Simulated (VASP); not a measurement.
# NbSN (P4/nmm) in VASP: density of states with PBE

Aim: the density of states of NbSN with PBE.

Program: VASP 6.6.1. These are calculated values, not measurements. Logs are shortened: lines on timing, memory, paths and dates and some standing lists are left out, and cuts for length are marked.

**1. The cell of the first run**

It takes space group P4/nmm (No. 129, tetragonal). Conventional cell: a = 3.575 Å, b = 3.575 Å, c = 6.092 Å, α = 90.00°, β = 90.00°, γ = 90.00°. Nb (site symmetry 4mm) has 4 N at 2.11 Å and 1 S at 2.63 Å within 2.8 Å. S (site symmetry 4mm) has 6 Nb at 2.63 to 3.46 Å and 4 S at 2.90 Å and 4 N at 2.94 Å within 3.5 Å. N (site symmetry -4m2) has 4 Nb at 2.11 Å and 4 N at 2.53 Å within 2.8 Å.

**2. Density of states, PBE**

POSCAR reads:

```
NbSN
1.0
    3.5748937925      0.0000000000      0.0000000000
    0.0000000000      3.5748937925      0.0000000000
    0.0000000000      0.0000000000      6.0920221621
Nb S N
2 2 2
Direct
    0.5000000000      0.0000000000      0.1841252355
    0.0000000000      0.5000000000      0.8158747645
    0.5000000000      0.0000000000      0.6164385782
    0.0000000000      0.5000000000      0.3835614218
    0.5000000000      0.5000000000      0.0000000000
    0.0000000000      0.0000000000      0.0000000000
```

INCAR.step1 reads:

```
SYSTEM = NbSN
  PREC = Accurate
  ENCUT = 520
  EDIFF = 1E-7
  ISMEAR = 0
  SIGMA = 0.1
  LREAL = .False.
  LASPH = .True.
  NELM = 80
  ALGO = Normal
  ISIF = 2
  LWAVE = .False.
  LCHARG = .True.
  LMAXMIX = 4
  GGA = PE
  NBANDS = 33
```

KPOINTS.step1 reads:

```
Automatic mesh
0
Gamma
  10 10 6
  0 0 0
```

INCAR.step2 reads:

```
SYSTEM = NbSN
  PREC = Accurate
  ENCUT = 520
  EDIFF = 1E-7
  ISMEAR = -5
  SIGMA = 0.1
  LREAL = .False.
  LASPH = .True.
  NELM = 80
  ALGO = Normal
  ISIF = 2
  LWAVE = .False.
  LCHARG = .False.
  LMAXMIX = 4
  GGA = PE
  LORBIT = 10
  NBANDS = 33
  NEDOS = 2001
  ICHARG = 11
```

KPOINTS.step2 reads:

```
Automatic mesh
0
Gamma
  15 15 9
  0 0 0
```

Potentials or basis: VASP PAW PBE potentials, release 64 (Nb_sv, S, N).

On the command line:

```console
cat potpaw_PBE.64/Nb_sv/POTCAR potpaw_PBE.64/S/POTCAR potpaw_PBE.64/N/POTCAR > POTCAR
cp INCAR.step1 INCAR
cp KPOINTS.step1 KPOINTS
mpirun -np 1 vasp_std > vasp.out
cp INCAR.step2 INCAR
cp KPOINTS.step2 KPOINTS
mpirun -np 1 vasp_std > vasp.out
```

OUTCAR:

```text
SYSTEM = NbSN
   PREC = Accurate
   ENCUT = 520
   EDIFF = 1E-7
   ISMEAR = -5
   LREAL = .False.
   LASPH = .True.
   NELM = 80
   ISIF = 2
   GGA = PE
   LORBIT = 10
   ICHARG = 11

 ion  position               nearest neighbor table
   1  0.500  0.000  0.184-   5 2.11   6 2.11   5 2.11   6 2.11   3 2.63   4 2.80   4 2.80   4 2.80
                             4 2.80
   2  0.000  0.500  0.816-   5 2.11   6 2.11   6 2.11   5 2.11   4 2.63   3 2.80   3 2.80   3 2.80
                             3 2.80
   3  0.500  0.000  0.616-   1 2.63   2 2.80   2 2.80   2 2.80   2 2.80
   4  0.000  0.500  0.384-   2 2.63   1 2.80   1 2.80   1 2.80   1 2.80
   5  0.500  0.500  0.000-   1 2.11   2 2.11   1 2.11   2 2.11
   6  0.000  0.000  0.000-   1 2.11   2 2.11   2 2.11   1 2.11

  LATTYP: Found a simple tetragonal cell.
 ALAT       =     3.5748937925
 C/A-ratio  =     1.7041127697

  Lattice vectors:

 A1 = (   3.5748937925,   0.0000000000,   0.0000000000)
 A2 = (   0.0000000000,   3.5748937925,   0.0000000000)
 A3 = (   0.0000000000,   0.0000000000,   6.0920221621)

Analysis of symmetry for initial positions (statically):
=====================================================================
 Subroutine PRICEL returns:
 Original cell was already a primitive cell.

 Routine SETGRP: Setting up the symmetry group for a
 simple tetragonal supercell.

 Subroutine GETGRP returns: Found 16 space group operations
 (whereof  8 operations were pure point group operations)
 out of a pool of 16 trial point group operations.

The static configuration has the point symmetry D_2d.
 The point group associated with its full space group is D_4h.

Analysis of symmetry for dynamics (positions and initial velocities):
=====================================================================
 Subroutine PRICEL returns:
 Original cell was already a primitive cell.

 Routine SETGRP: Setting up the symmetry group for a
 simple tetragonal supercell.

 Subroutine GETGRP returns: Found 16 space group operations
 (whereof  8 operations were pure point group operations)
 out of a pool of 16 trial point group operations.

The dynamic configuration has the point symmetry D_2d.
 The point group associated with its full space group is D_4h.

 Subroutine INISYM returns: Found 16 space group operations
 (whereof  8 operations are pure point group operations),
 and found     1 'primitive' translations

----------------------------------------------------------------------------------------

                                     Primitive cell

  volume of cell :      77.8552

  direct lattice vectors                    reciprocal lattice vectors
     3.574893793  0.000000000  0.000000000     0.279728590  0.000000000  0.000000000
     0.000000000  3.574893793  0.000000000     0.000000000  0.279728590  0.000000000
     0.000000000  0.000000000  6.092022162     0.000000000  0.000000000  0.164149107

  length of vectors
     3.574893793  3.574893793  6.092022162     0.279728590  0.279728590  0.164149107

  position of ions in fractional coordinates (direct lattice)
     0.500000000  0.000000000  0.184125235
     0.000000000  0.500000000  0.815874765
     0.500000000  0.000000000  0.616438578
     0.000000000  0.500000000  0.383561422
     0.500000000  0.500000000  0.000000000
     0.000000000  0.000000000  0.000000000

  ion indices of the primitive-cell ions
   primitive index   ion index
                 1           1
                 2           2
                 3           3
                 4           4
                 5           5
                 6           6

----------------------------------------------------------------------------------------

 KPOINTS: Automatic mesh

Automatic generation of k-mesh.
 Grid dimensions read from file:
 generate k-points for:   15   15    9

 Generating k-lattice:

  Cartesian coordinates                     Fractional coordinates (reciprocal lattice)
     0.018648573  0.000000000  0.000000000     0.066666667  0.000000000  0.000000000
     0.000000000  0.018648573  0.000000000     0.000000000  0.066666667  0.000000000
     0.000000000  0.000000000  0.018238790     0.000000000  0.000000000  0.111111111

  Length of vectors
     0.018648573  0.018648573  0.018238790

  Shift w.r.t. Gamma in fractional coordinates (k-lattice)
     0.000000000  0.000000000  0.000000000

 TETIRR: Found   3013 inequivalent tetrahedra from    12150

 Subroutine IBZKPT returns following result:
 ===========================================

 Found    180 irreducible k-points:

 Following reciprocal coordinates:
            Coordinates               Weight
  0.000000  0.000000  0.000000      1.000000
  0.066667  0.000000  0.000000      4.000000
  0.133333  0.000000  0.000000      4.000000
  0.200000  0.000000  0.000000      4.000000
  0.266667  0.000000  0.000000      4.000000
  0.333333  0.000000  0.000000      4.000000
[... 16 lines left out ...]
  0.266667  0.200000  0.000000      8.000000
  0.333333  0.200000  0.000000      8.000000
 [... further k-points ...]
   k-points           NKPTS =    180   k-points in BZ     NKDIM =    180   number of bands    NBANDS=     33
   number of dos      NEDOS =   2001   number of ions     NIONS =      6
   total plane-waves  NPLWV =  37632
   dimension x,y,z NGX =    28 NGY =   28 NGZ =   48
   dimension x,y,z NGXF=    56 NGYF=   56 NGZF=   96
   ions per type =               2   2   2
   NGX,Y,Z   is equivalent  to a cutoff of  13.02, 13.02, 13.10 a.u.
   NGXF,Y,Z  is equivalent  to a cutoff of  26.04, 26.04, 26.20 a.u.
 SYSTEM =  NbSN
   PREC   = accura    normal or accurate (medium, high low for compatibility)
   ISTART =      0    job   : 0-new  1-cont  2-samecut
   ICHARG =     11    charge: 1-file 2-atom 10-const
   ISPIN  =      1    spin polarized calculation?
   LNONCOLLINEAR =      F non collinear calculations
   LSORBIT =      F    spin-orbit coupling
   LASPH  =      T    aspherical Exc in radial PAW
   ENCUT  =  520.0 eV  38.22 Ry    6.18 a.u.   6.65  6.65 11.33*2*pi/ulx,y,z
   NELM   =     80;   NELMIN=  2; NELMDL=  0     # of ELM steps
   EDIFF  = 0.1E-06   stopping-criterion for ELM
   LREAL  =      F    real-space projection
   EDIFFG = 0.1E-05   stopping-criterion for IOM
   NSW    =      0    number of steps for IOM
   IBRION =     -1    ionic relax: 0-MD 1-quasi-New 2-CG
   NFREE  =      0    steps in history (QN), initial steepest desc. (CG)
   ISIF   =      2    stress and relaxation
   ISYM   =      2    0-nonsym 1-usesym 2-fastsym
   POTIM  = 0.5000    time-step for ionic-motion
   TEBEG  =    0.0;   TEEND  =   0.0 temperature during run
   PSTRESS=    0.0 pullay stress
   NELECT =      48.0000    total number of electrons
   NUPDOWN=      -1.0000    fix difference up-down
   EMIN   =  10.00;   EMAX   =-10.00  energy-range for DOS
   EFERMI =   0.00;   METHOD = LEGACY
   ISMEAR =    -5;   SIGMA  =   0.10  broadening in eV -4-tet -1-fermi 0-gaus
   EFERMI_NEDOS =   21; number of points for ismear=-14 and -15
   IALGO  =     38    algorithm
   IMIX   =      4    mixing-type and parameters
     AMIX     =   0.40;   BMIX     =  1.00
     AMIX_MAG =   1.60;   BMIX_MAG =  1.00
  volume/ion in A,a.u.               =      12.98        87.57
  Fermi-wavevector in a.u.,A,eV,Ry     =   1.393347  2.633044 26.414571  1.941416
  Thomas-Fermi vector in A             =   2.517002
   LORBIT       =     10    0 simple, 1 ext, 2 COOP (PROOUT), +10 PAW based schemes
   GGA     = PE    functional components
   LHFCALC =     F    Hartree Fock is set to
   AEXX    =    0.0000 exact exchange contribution
   IVDW    =     0    specifies the selected vdW correction
   LEPSILON=     F    determine dielectric tensor
   LRPA    =     F    only Hartree local field effects (RPA)
 non-spin polarized calculation
 Fermi weights with tetrahedron method with Bloechl corrections
  energy-cutoff  :      520.00
  volume of cell :       77.86
 maximum number of plane-waves:      2114
 NGX is ok and might be reduce to    28

 number of electron      47.9999996 magnetization

 Free energy of the ion-electron system (eV)
  ---------------------------------------------------
  ext. energy  EPLUGINS =         0.00000000
  ---------------------------------------------------
  free energy    TOTEN  =       -50.02283324 eV

  energy without entropy =      -50.02283324  energy(sigma->0) =      -50.02283324

 E-fermi :  10.0677     XC(G=0): -12.0839

 val. band max:       10.1376606913   @ k =   0.0667   0.0667   0.1111
 cond. band min:      10.0519020090   @ k =   0.0667   0.0000   0.3333
 fundamental gap:     -0.0857586823
 Fermi energy:        10.0677128258

 k-point     1 :       0.0000    0.0000    0.0000
  band No.  band energies     occupation
      1     -46.0919      2.00000
      2     -46.0565      2.00000
      3     -22.2794      2.00000
      4     -22.1219      2.00000
      5     -22.1219      2.00000
      6     -22.0117      2.00000
[... 25 lines left out ...]
     32      15.7292      0.00000
     33      15.7572      0.00000

 k-point     2 :       0.0667    0.0000    0.0000
  band No.  band energies     occupation
      1     -46.0911      2.00000
      2     -46.0566      2.00000
      3     -22.2787      2.00000
      4     -22.1312      2.00000
      5     -22.1202      2.00000
      6     -22.0148      2.00000
[... 25 lines left out ...]
     32      15.6731      0.00000
     33      15.7443      0.00000
[... 754 lines left out ...]
     32      13.8345      0.00000
     33      15.1395      0.00000

 k-point    24 :       0.3333    0.2000    0.0000
  band No.  band energies     occupation
      1     -46.0726      2.00000
      2     -46.0583      2.00000
      3     -22.2884      2.00000
      4     -22.2553      2.00000
      5     -22.1361      2.00000
      6     -22.0842      2.00000
[... 25 lines left out ...]
     32      13.7431      0.00000
     33      15.0071      0.00000

 [... further k-points ...]
[... 5 lines left out ...]
  --------------------------------------------------------------------------------------
  -------------------------------------------------------------------------------------
  Total       -0.2378511     -0.2378511     -0.3126402      0.0000000      0.0000000      0.0000000
  in kB       -4.8947210     -4.8947210     -6.4338014      0.0000000      0.0000000      0.0000000
  external PRESSURE =      -5.4077478 kB  Pullay stress =       0.0000000 kB

 VOLUME and BASIS-vectors are now :
 -----------------------------------------------------------------------------
  energy-cutoff  :      520.00
  volume of cell :       77.86
      direct lattice vectors                 reciprocal lattice vectors
     3.574893793  0.000000000  0.000000000     0.279728590  0.000000000  0.000000000
     0.000000000  3.574893793  0.000000000     0.000000000  0.279728590  0.000000000
     0.000000000  0.000000000  6.092022162     0.000000000  0.000000000  0.164149107

 POSITION                                       TOTAL-FORCE (eV/Angst)
 -----------------------------------------------------------------------------------
      1.78745      0.00000      1.12170         0.000000      0.000000      0.024352
      0.00000      1.78745      4.97033         0.000000      0.000000     -0.024352
      1.78745      0.00000      3.75536        -0.000000      0.000000     -0.010692
      0.00000      1.78745      2.33666         0.000000      0.000000      0.010692
      1.78745      1.78745      0.00000         0.000000      0.000000     -0.000000
      0.00000      0.00000      0.00000         0.000000     -0.000000     -0.000000
 -----------------------------------------------------------------------------------
    total drift:                               -0.000000      0.000000      0.000000

  FREE ENERGIE OF THE ION-ELECTRON SYSTEM (eV)
  ---------------------------------------------------
  free  energy   TOTEN  =       -50.0228332425 eV

  energy  without entropy=      -50.0228332425  energy(sigma->0) =      -50.02283324

 total charge

# of ion       s       p       d       tot
------------------------------------------
    1        2.176   6.047   2.216  10.439
    2        2.176   6.047   2.216  10.439
    3        1.360   2.352   0.000   3.711
    4        1.360   2.352   0.000   3.711
    5        1.257   2.515   0.000   3.771
    6        1.257   2.515   0.000   3.771
--------------------------------------------------
tot          9.584  21.826   4.433  35.844
```

Run time: 5.7 min. Hardware: 1 thread of Intel Xeon 6975P-C (Granite Rapids), shared host; peak memory 0.46 GiB.

What came out:

| Property | Result |
| --- | --- |
| Valence electrons inside the program's atomic spheres | Nb 10.44; S 3.71; N 3.77 |

Caveat: tetrahedron occupations give inexact forces and stress in metals.
